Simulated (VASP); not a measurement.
Crystal: Al3As.

```
Al As
1.0
    -1.94932    1.94932    4.35432
     1.94932   -1.94932    4.35432
     1.94932    1.94932   -4.35432
Al As
3 1
Cartesian
  0.0000 0.0000 4.3543
  1.9493 0.0000 2.1772
  0.0000 1.9493 2.1772
  0.0000 0.0000 0.0000
```

| Quantity | Value |
| --- | --- |
| Program | VASP 6.6.1 |
| Task | relaxation of cell and atoms |
| Functional | PBE |
| Potentials or basis | VASP PAW PBE potentials, release 64 (Al, As) |
| Cutoff | 600 eV |
| k mesh | 6 × 6 × 6 |
| Occupations | gaussian, width 0.1 eV |
| Spin | no spin polarisation |

At the start: pressure 4.3 GPa; volume 16.55 Å³/atom.

Question: How do energy, volume and symmetry change on relaxing?

Answer: Over 3 steps the energy falls by 11.4 meV/atom and the volume is 17.43 Å³/atom (+5.4 %); space group I4/mmm (No. 139, to 0.05 Å).

The path:
```tsv
step	energy change (eV)	largest force (eV/Å)	pressure (GPa)	volume (Å³)
1	0.0000	0.0000	4.27	66.18
2	-0.0438	0.0000	-0.76	70.50
3	-0.0456	0.0000	0.01	69.74
```

Final structure:
```yaml
crystal:
  lattice:
    - [-1.98602, 1.98602, 4.42009]
    - [1.98602, -1.98602, 4.42009]
    - [1.98602, 1.98602, -4.42009]
  atoms:
    - { symbol: Al, position: [0.50000, 0.50000, 0.00000] }
    - { symbol: Al, position: [0.25000, 0.75000, 0.50000] }
    - { symbol: Al, position: [0.75000, 0.25000, 0.50000] }
    - { symbol: As, position: [0.00000, 0.00000, 0.00000] }
```

Caveat: the k points lie up to 0.37 Å⁻¹ apart in the final cell.
